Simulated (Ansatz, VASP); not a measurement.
**TaMo3: VASP beside Ansatz**

```
Ta Mo
1.0
     4.51828    0.00000    0.00000
     0.00000    4.51828    0.00000
     0.00000    0.00000    3.19613
Ta Mo
1 3
Direct
  0.50000 0.50000 0.00000
  0.00000 0.00000 0.00000
  0.50000 0.00000 0.50000
  0.00000 0.50000 0.50000
```

Change from the starting cell: the structure that the rattled cell fell into.

Alike in both runs: functional PBE; k mesh 10 × 10 × 14; occupations gaussian, width 0.1 eV; no spin polarisation.

Ansatz relaxed the structure, and its values are those at the end. VASP's run is a single point on that final structure, the one shown.

```csv
,VASP,Ansatz
version,VASP 6.6.1,Ansatz 0.2.0
potentials or method,"VASP PAW PBE potentials, release 64 (Ta_pv, Mo_sv), cutoff 520 eV","scalar-relativistic, plane waves, PAW"
valence electrons in the cell,53,55
```

Ansatz gave:

- gap on the k mesh at the Fermi level (eV): none
- pressure (GPa): 0.0

Problem. What did VASP give for the same quantities?

Solution. gap on the k mesh at the Fermi level (eV): none; pressure (GPa): 0.4.

A gap of «none» marks a metal or a gap that the smearing closes. The functional is the same, so the differences come from potentials, cutoffs and numerics. VASP's potentials hold 53 valence electrons a cell and Ansatz's 55, so a difference there can come from the potentials and not from the codes.

Spin-orbit coupling is off throughout.
